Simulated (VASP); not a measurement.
# ZrB (P6/mmm) in VASP: single point with PBE

Aim: the single point of ZrB with PBE.

Everything below comes from runs of VASP 6.6.1. Logs are shortened: lines on timing, memory, paths and dates and some standing lists are left out, and cuts for length are marked.

### 1 The cell of the first run

The structure is hexagonal, space group P6/mmm (No. 191). Conventional cell: a = 2.986 Å, b = 2.986 Å, c = 4.805 Å, α = 90.00°, β = 90.00°, γ = 120.00°. Zr (site symmetry 6/mmm) has 2 B at 2.40 Å and 6 Zr at 2.99 Å within 3.2 Å. B (site symmetry 6/mmm) has 2 Zr at 2.40 Å and 6 B at 2.99 Å within 3.2 Å.

The cell was built from a structure type or drawn by symmetry, and may not be a known phase.

### 2 Single point, PBE, collinear spin

Input file INCAR:

```
PREC = Accurate ; ENCUT = 500
EDIFF = 1E-6 ; ISMEAR = 0
SIGMA = 0.1 ; LREAL = False
LASPH = True ; NELM = 200
ALGO = Normal ; ISIF = 2
LWAVE = False ; LCHARG = True
ISPIN = 2 ; MAGMOM = 1 0
LORBIT = 11 ; LMAXMIX = 4
GGA = PE ; LELF = True
LVHAR = True ; NBANDS = 18
GGA_COMPAT = False
```

Input file KPOINTS:

```
regular mesh
0
Gamma
  6 6 4
```

Input file POSCAR:

```
ZrB
1.0
    2.9861069447      0.0000000000      0.0000000000
   -1.4930534724      2.5860444726      0.0000000000
    0.0000000000      0.0000000000      4.8053094525
Zr B
1 1
Direct
    0.0000000000      0.0000000000      0.5000000000
    0.0000000000      0.0000000000      0.0000000000
```

Potentials or basis: VASP PAW PBE potentials, release 64 (Zr_sv, B).

The run is started by

```sh
cat potpaw_PBE.64/Zr_sv/POTCAR potpaw_PBE.64/B/POTCAR > POTCAR
mpirun -np 1 vasp_std > vasp.out
```

OUTCAR:

```text
PREC = Accurate
   ENCUT = 500
   EDIFF = 1E-6
   ISMEAR = 0
   LREAL = False
   LASPH = True
   NELM = 200
   ISIF = 2
   ISPIN = 2
   LORBIT = 11
   GGA = PE

 ion  position               nearest neighbor table
   1  0.000  0.000  0.500-   2 2.40   2 2.40
   2  0.000  0.000  0.000-   1 2.40   1 2.40

  LATTYP: Found a hexagonal cell.
 ALAT       =     2.9861069447
 C/A-ratio  =     1.6092221550

  Lattice vectors:

 A1 = (   2.9861069447,   0.0000000000,   0.0000000000)
 A2 = (  -1.4930534724,   2.5860444726,   0.0000000000)
 A3 = (   0.0000000000,   0.0000000000,   4.8053094525)

Analysis of symmetry for initial positions (statically):
=====================================================================
 Subroutine PRICEL returns:
 Original cell was already a primitive cell.

 Routine SETGRP: Setting up the symmetry group for a
 hexagonal supercell.

 Subroutine GETGRP returns: Found 24 space group operations
 (whereof 24 operations were pure point group operations)
 out of a pool of 24 trial point group operations.

The static configuration has the point symmetry D_6h.

Analysis of symmetry for dynamics (positions and initial velocities):
=====================================================================
 Subroutine PRICEL returns:
 Original cell was already a primitive cell.

 Routine SETGRP: Setting up the symmetry group for a
 hexagonal supercell.

 Subroutine GETGRP returns: Found 24 space group operations
 (whereof 24 operations were pure point group operations)
 out of a pool of 24 trial point group operations.

The dynamic configuration has the point symmetry D_6h.

Analysis of structural, dynamic, and magnetic symmetry:
=====================================================================
 Subroutine PRICEL returns:
 Original cell was already a primitive cell.

 Routine SETGRP: Setting up the symmetry group for a
 hexagonal supercell.

 Subroutine GETGRP returns: Found 24 space group operations
 (whereof 24 operations were pure point group operations)
 out of a pool of 24 trial point group operations.

The overall configuration has the point symmetry D_6h.

 Subroutine INISYM returns: Found 24 space group operations
 (whereof 24 operations are pure point group operations),
 and found     1 'primitive' translations

----------------------------------------------------------------------------------------

                                     Primitive cell

  volume of cell :      37.1076

  direct lattice vectors                    reciprocal lattice vectors
     2.986106945  0.000000000  0.000000000     0.334884188  0.193345476  0.000000000
    -1.493053472  2.586044473  0.000000000     0.000000000  0.386690952  0.000000000
     0.000000000  0.000000000  4.805309453     0.000000000  0.000000000  0.208103143

  length of vectors
     2.986106945  2.986106945  4.805309453     0.386690952  0.386690952  0.208103143

  position of ions in fractional coordinates (direct lattice)
     0.000000000  0.000000000  0.500000000
     0.000000000  0.000000000  0.000000000

  ion indices of the primitive-cell ions
   primitive index   ion index
                 1           1
                 2           2

----------------------------------------------------------------------------------------

 KPOINTS: regular mesh

Automatic generation of k-mesh.
 Grid dimensions read from file:
 generate k-points for:    6    6    4

 Generating k-lattice:

  Cartesian coordinates                     Fractional coordinates (reciprocal lattice)
     0.055814031  0.032224246  0.000000000     0.166666667 -0.000000000  0.000000000
     0.000000000  0.064448492  0.000000000     0.000000000  0.166666667  0.000000000
     0.000000000  0.000000000  0.052025786     0.000000000  0.000000000  0.250000000

  Length of vectors
     0.064448492  0.064448492  0.052025786

  Shift w.r.t. Gamma in fractional coordinates (k-lattice)
     0.000000000  0.000000000  0.000000000

 Subroutine IBZKPT returns following result:
 ===========================================

 Found     21 irreducible k-points:

 Following reciprocal coordinates:
            Coordinates               Weight
  0.000000  0.000000  0.000000      1.000000
  0.166667  0.000000  0.000000      6.000000
  0.333333  0.000000  0.000000      6.000000
  0.500000  0.000000  0.000000      3.000000
  0.166667  0.166667  0.000000      6.000000
  0.333333  0.166667  0.000000     12.000000
[... 13 lines left out ...]
  0.333333  0.166667  0.500000     12.000000
  0.333333  0.333333  0.500000      2.000000
   k-points           NKPTS =     21   k-points in BZ     NKDIM =     21   number of bands    NBANDS=     18
   number of dos      NEDOS =    301   number of ions     NIONS =      2
   total plane-waves  NPLWV =  20736
   dimension x,y,z NGX =    24 NGY =   24 NGZ =   36
   dimension x,y,z NGXF=    48 NGYF=   48 NGZF=   72
   ions per type =               1   1
   NGX,Y,Z   is equivalent  to a cutoff of  13.36, 13.36, 12.45 a.u.
   NGXF,Y,Z  is equivalent  to a cutoff of  26.72, 26.72, 24.91 a.u.
 SYSTEM =  unknown system
   PREC   = accura    normal or accurate (medium, high low for compatibility)
   ISTART =      0    job   : 0-new  1-cont  2-samecut
   ICHARG =      2    charge: 1-file 2-atom 10-const
   ISPIN  =      2    spin polarized calculation?
   LNONCOLLINEAR =      F non collinear calculations
   LSORBIT =      F    spin-orbit coupling
   LASPH  =      T    aspherical Exc in radial PAW
   ENCUT  =  500.0 eV  36.75 Ry    6.06 a.u.   5.44  5.44  8.76*2*pi/ulx,y,z
   NELM   =    200;   NELMIN=  2; NELMDL= -5     # of ELM steps
   EDIFF  = 0.1E-05   stopping-criterion for ELM
   LREAL  =      F    real-space projection
   EDIFFG = 0.1E-04   stopping-criterion for IOM
   NSW    =      0    number of steps for IOM
   IBRION =     -1    ionic relax: 0-MD 1-quasi-New 2-CG
   NFREE  =      0    steps in history (QN), initial steepest desc. (CG)
   ISIF   =      2    stress and relaxation
   ISYM   =      2    0-nonsym 1-usesym 2-fastsym
   POTIM  = 0.5000    time-step for ionic-motion
   TEBEG  =    0.0;   TEEND  =   0.0 temperature during run
   PSTRESS=    0.0 pullay stress
   NELECT =      15.0000    total number of electrons
   NUPDOWN=      -1.0000    fix difference up-down
   EMIN   =  10.00;   EMAX   =-10.00  energy-range for DOS
   EFERMI =   0.00;   METHOD = LEGACY
   ISMEAR =     0;   SIGMA  =   0.10  broadening in eV -4-tet -1-fermi 0-gaus
   EFERMI_NEDOS =   21; number of points for ismear=-14 and -15
   IALGO  =     38    algorithm
   IMIX   =      4    mixing-type and parameters
     AMIX     =   0.40;   BMIX     =  1.00
     AMIX_MAG =   1.60;   BMIX_MAG =  1.00
  volume/ion in A,a.u.               =      18.55       125.21
  Fermi-wavevector in a.u.,A,eV,Ry     =   1.210462  2.287441 19.935491  1.465217
  Thomas-Fermi vector in A             =   2.346008
   LORBIT       =     11    0 simple, 1 ext, 2 COOP (PROOUT), +10 PAW based schemes
   GGA     = PE    functional components
   LHFCALC =     F    Hartree Fock is set to
   AEXX    =    0.0000 exact exchange contribution
   IVDW    =     0    specifies the selected vdW correction
   LEPSILON=     F    determine dielectric tensor
   LRPA    =     F    only Hartree local field effects (RPA)
 spin polarized calculation
 Gauss-broadening in eV      SIGMA  =   0.10
  energy-cutoff  :      500.00
  volume of cell :       37.11
 maximum number of plane-waves:       966
 NGX is ok and might be reduce to    24
   NGX = 11   NGY = 11   NGZ = 17

 number of electron      14.9999999 magnetization       0.1781330

 Free energy of the ion-electron system (eV)
  ---------------------------------------------------
  ext. energy  EPLUGINS =         0.00000000
  ---------------------------------------------------
  free energy    TOTEN  =       -12.07167558 eV

  energy without entropy =      -12.05563614  energy(sigma->0) =      -12.06365586

 E-fermi :   5.8682     XC(G=0): -10.4105

 val. band max:        5.8436578516   @ k =   0.1667   0.1667   0.2500
 cond. band min:       5.8700739704   @ k =   0.3333   0.0000   0.2500
 fundamental gap:      0.0264161188
 Fermi energy:         5.8682471775

 spin component 1

 k-point     1 :       0.0000    0.0000    0.0000
  band No.  band energies     occupation
      1     -42.4283      1.00000
      2     -20.4975      1.00000
      3     -19.7891      1.00000
      4     -19.7891      1.00000
      5      -2.3854      1.00000
      6       3.0520      1.00000
[... 10 lines left out ...]
     17      21.0405      0.00000
     18      23.7559      0.00000

 k-point     2 :       0.1667    0.0000    0.0000
  band No.  band energies     occupation
      1     -42.3758      1.00000
      2     -20.4419      1.00000
      3     -20.1500      1.00000
      4     -19.8692      1.00000
      5      -1.8630      1.00000
      6       3.9451      1.00000
[... 10 lines left out ...]
     17      21.5902      0.00000
     18      22.1423      0.00000

 k-point     3 :       0.3333    0.0000    0.0000
  band No.  band energies     occupation
      1     -42.2690      1.00000
      2     -20.8272      1.00000
      3     -20.3287      1.00000
      4     -20.0254      1.00000
      5      -0.4507      1.00000
      6       4.2791      1.00000
[... 349 lines left out ...]
 k-point    20 :       0.3333    0.1667    0.5000
  band No.  band energies     occupation
      1     -42.2147      1.00000
      2     -20.9791      1.00000
      3     -20.2924      1.00000
      4     -20.2750      1.00000
      5       1.5799      1.00000
      6       3.8582      1.00000
[... 10 lines left out ...]
     17      19.5834      0.00000
     18      21.0523      0.00000

 k-point    21 :       0.3333    0.3333    0.5000
  band No.  band energies     occupation
      1     -42.1874      1.00000
      2     -20.7471      1.00000
      3     -20.7471      1.00000
      4     -20.2454      1.00000
      5       2.9098      1.00000
      6       4.0242      1.00000
[... 10 lines left out ...]
     17      21.0167      0.00000
     18      21.0167      0.00000
 Fermi energy:         5.8682471775

 spin component 2

 k-point     1 :       0.0000    0.0000    0.0000
  band No.  band energies     occupation
      1     -42.4087      1.00000
      2     -20.4738      1.00000
      3     -19.7690      1.00000
      4     -19.7690      1.00000
      5      -2.2557      1.00000
      6       3.0899      1.00000
[... 10 lines left out ...]
     17      21.1835      0.00000
     18      23.8235      0.00000

 k-point     2 :       0.1667    0.0000    0.0000
  band No.  band energies     occupation
      1     -42.3563      1.00000
      2     -20.4183      1.00000
      3     -20.1298      1.00000
      4     -19.8491      1.00000
      5      -1.7301      1.00000
      6       3.9834      1.00000
[... 10 lines left out ...]
     17      21.6849      0.00000
     18      22.1943      0.00000

 k-point     3 :       0.3333    0.0000    0.0000
  band No.  band energies     occupation
      1     -42.2495      1.00000
      2     -20.8066      1.00000
      3     -20.3053      1.00000
      4     -20.0052      1.00000
      5      -0.3080      1.00000
      6       4.3112      1.00000
[... 349 lines left out ...]
 k-point    20 :       0.3333    0.1667    0.5000
  band No.  band energies     occupation
      1     -42.1952      1.00000
      2     -20.9585      1.00000
      3     -20.2721      1.00000
      4     -20.2516      1.00000
      5       1.7107      1.00000
      6       3.9656      1.00000
[... 10 lines left out ...]
     17      19.6605      0.00000
     18      21.1540      0.00000

 k-point    21 :       0.3333    0.3333    0.5000
  band No.  band energies     occupation
      1     -42.1680      1.00000
      2     -20.7266      1.00000
      3     -20.7266      1.00000
      4     -20.2222      1.00000
      5       3.0903      1.00000
      6       4.0966      1.00000
[... 10 lines left out ...]
     17      21.0791      0.00000
     18      21.0791      0.00000

------------------------ aborting loop because EDIFF is reached ----------------------------------------

  FORCE on cell =-STRESS in cart. coord.  units (eV):
  Direction    XX          YY          ZZ          XY          YZ          ZX
  --------------------------------------------------------------------------------------
  -------------------------------------------------------------------------------------
  Total       -0.4697756     -0.4697756      0.4624634      0.0000000      0.0000000     -0.0000000
  in kB      -20.2832875    -20.2832875     19.9675712      0.0000000      0.0000000     -0.0000000
  external PRESSURE =      -6.8663346 kB  Pullay stress =       0.0000000 kB

 VOLUME and BASIS-vectors are now :
 -----------------------------------------------------------------------------
  energy-cutoff  :      500.00
  volume of cell :       37.11
      direct lattice vectors                 reciprocal lattice vectors
     2.986106945  0.000000000  0.000000000     0.334884188  0.193345476  0.000000000
    -1.493053472  2.586044473  0.000000000     0.000000000  0.386690952  0.000000000
     0.000000000  0.000000000  4.805309453     0.000000000  0.000000000  0.208103143

 POSITION                                       TOTAL-FORCE (eV/Angst)
 -----------------------------------------------------------------------------------
      0.00000      0.00000      2.40265         0.000000      0.000000      0.000000
      0.00000      0.00000      0.00000        -0.000000      0.000000      0.000000
 -----------------------------------------------------------------------------------
    total drift:                               -0.000000      0.000000      0.000000

  FREE ENERGIE OF THE ION-ELECTRON SYSTEM (eV)
  ---------------------------------------------------
  free  energy   TOTEN  =       -12.0716755813 eV

  energy  without entropy=      -12.0556361450  energy(sigma->0) =      -12.06365586

 total charge

# of ion       s       p       d       tot
------------------------------------------
    1        2.251   5.952   1.797  10.000
    2        0.829   0.649   0.000   1.478
--------------------------------------------------
tot          3.081   6.600   1.797  11.478

 magnetization (x)

# of ion       s       p       d       tot
------------------------------------------
    1        0.004   0.007   0.022   0.032
    2        0.013   0.054   0.000   0.067
--------------------------------------------------
tot          0.017   0.061   0.022   0.099
```

It took 59 s on 1 thread of AMD EPYC 7R13, shared host; peak memory 0.15 GiB.

What came out:

```
Free energy                                           : -12.0717 eV
Pressure                                              : -0.7 GPa
Net moment                                            : 0.18 μB per cell
Site moments                                          : Zr +0.03; B +0.07 μB
Valence electrons inside the program's atomic spheres : Zr 10.00; B 1.48
```

Stress tensor (GPa, compression positive):
```
-2.03  0.00  0.00
 0.00 -2.03  0.00
 0.00  0.00  2.00
```

Caveat: the k points lie up to 0.40 Å⁻¹ apart.
